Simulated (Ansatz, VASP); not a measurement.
One calculation of SiGe4, two programs

```xyz
5
Lattice="2.8404 0.0000 0.0000 -1.4202 2.4598 0.0000 0.0000 0.0000 13.2367" Properties=species:S:1:pos:R:3 pbc="T T T"
Si    0.0000    0.0000    6.6184
Ge    0.0000    0.0000    9.1797
Ge    0.0000    0.0000   11.8824
Ge    0.0000    0.0000    1.3543
Ge    0.0000    0.0000    4.0570
```

Alike in both runs: functional PBE; k mesh 18 × 18 × 4; occupations gaussian, width 0.1 eV; no spin polarisation.

Ansatz relaxed the structure, and its values are those at the end. VASP's run is a single point on that final structure, the one shown.

|  | VASP | Ansatz |
| --- | --- | --- |
| version | VASP 6.6.1 | Ansatz 0.2.0 |
| potentials or method | VASP PAW PBE potentials, release 64 (Si, Ge_d), cutoff 520 eV | scalar-relativistic, plane waves, PAW |
| valence electrons in the cell | 60 | 60 |

|  | VASP | Ansatz | Ansatz less VASP |
| --- | --- | --- | --- |
| gap on the k mesh at the Fermi level (eV) | none | none | - |
| pressure (GPa) | 0.2 | 0.0 | -0.17 |

A gap of «none» marks a metal or a gap that the smearing closes.
